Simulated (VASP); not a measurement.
Here is a VASP 6.6.1 calculation.

INCAR

```
ALGO     = Normal         # electronic algorithm
EDIFF    = 1E-6           # SCF threshold, eV
EDIFFG   = -0.005         # ionic threshold
ENCUT    = 600            # plane-wave cutoff, eV
GGA      = PS             # functional
IBRION   = 2              # ionic algorithm
ISIF     = 3              # what is computed and relaxed
ISMEAR   = -1             # smearing method
LASPH    = T              # aspherical terms in the spheres
LCHARG   = F              # write CHGCAR
LREAL    = F              # projectors in reciprocal space
LWAVE    = F              # write WAVECAR
NELM     = 100            # most SCF steps
NSW      = 80             # ionic steps
PREC     = Accurate       # precision mode
SIGMA    = 0.02           # smearing width, eV
```

The input KPOINTS:

```
k-points
0
Gamma
  6 6 4
```

File POSCAR:

```
KCl
1.0
    5.3924625702      0.0000000000      0.0000000000
   -2.6962312851      4.6700095747      0.0000000000
    0.0000000000      0.0000000000      6.3240811739
K Cl
2 2
Direct
    0.3333333333      0.6666666667      0.2500000000
    0.6666666667      0.3333333333      0.7500000000
    0.6666666667      0.3333333333      0.2500000000
    0.3333333333      0.6666666667      0.7500000000
```

Potentials or basis: VASP PAW PBE potentials, release 64 (K_sv, Cl).

Launch:

```console
$ cat potpaw_PBE.64/K_sv/POTCAR potpaw_PBE.64/Cl/POTCAR > POTCAR
$ mpirun -np 1 vasp_std > vasp.out
```

Estimate the band gap on the k mesh.

4.79 eV.

Predict the space group after relaxing (to 0.1 Å).

P6_3/mmc (No. 194).

What does it give for the relaxed cell?

a = 5.308 Å, b = 5.308 Å, c = 6.197 Å, α = 90.00°, β = 90.00°, γ = 120.00°.

The path:
| step | energy change (eV) | largest force (eV/Å) | pressure (GPa) | volume (Å³) |
| --- | --- | --- | --- | --- |
| 1 | 0.0000 | 0.0000 | -0.66 | 159.26 |
| 2 | -0.0127 | 0.0000 | -0.38 | 155.49 |
| 3 | -0.0180 | 0.0000 | -0.03 | 151.48 |
| 4 | -0.0180 | 0.0000 | -0.01 | 151.21 |
| 5 | -0.0180 | 0.0000 | 0.01 | 151.06 |
| 6 | -0.0180 | 0.0000 | 0.00 | 151.13 |
| 7 | -0.0180 | 0.0000 | -0.01 | 151.20 |

Caveat: the PAW data sets were made with another functional, which shifts forces and pressure a little. A k mesh can miss the band edges.
